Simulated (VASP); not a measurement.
A run of VASP 6.6.1 is set up as follows.

Contents of INCAR:

```
PREC = Accurate
ENCUT = 520
EDIFF = 1E-6
ISMEAR = 0
SIGMA = 0.15
LREAL = F
LASPH = T
NELM = 80
ALGO = Fast
ISIF = 2
LWAVE = F
LCHARG = F
GGA = PS
NBANDS = 35
```

KPOINTS

```
Automatic mesh
0
Gamma
  10 10 10
```

The input POSCAR:

```
Ta2Si
1.0
   -3.0683767195      3.0683767195      2.5198993614
    3.0683767195     -3.0683767195      2.5198993614
    3.0683767195      3.0683767195     -2.5198993614
Ta Si
4 2
Direct
    0.6630661939      0.8369338061      0.5000000000
    0.8369338061      0.3369338061      0.1738676123
    0.3369338061      0.1630661939      0.5000000000
    0.1630661939      0.6630661939      0.8261323877
    0.2500000000      0.2500000000      0.0000000000
    0.7500000000      0.7500000000      0.0000000000
```

Potentials or basis: VASP PAW PBE potentials, release 64 (Ta_pv, Si).

The run is started by

```console
$ cat potpaw_PBE.64/Ta_pv/POTCAR potpaw_PBE.64/Si/POTCAR > POTCAR
$ mpirun -np 1 vasp_std > vasp.out
```

(1) What does it give for the largest force?

(2) Predict the band gap on the k mesh.

(3) Estimate the pressure.

Answers

(1) 0.014 eV/Å.

(2) zero (band 26 reaches 7.89 eV, above the bottom of band 27 at 7.14 eV).

(3) 0.3 GPa.

Caveat: the PAW data sets were made with another functional, which shifts forces and pressure a little; spin-orbit coupling is left out, which moves the levels of the heavy elements.
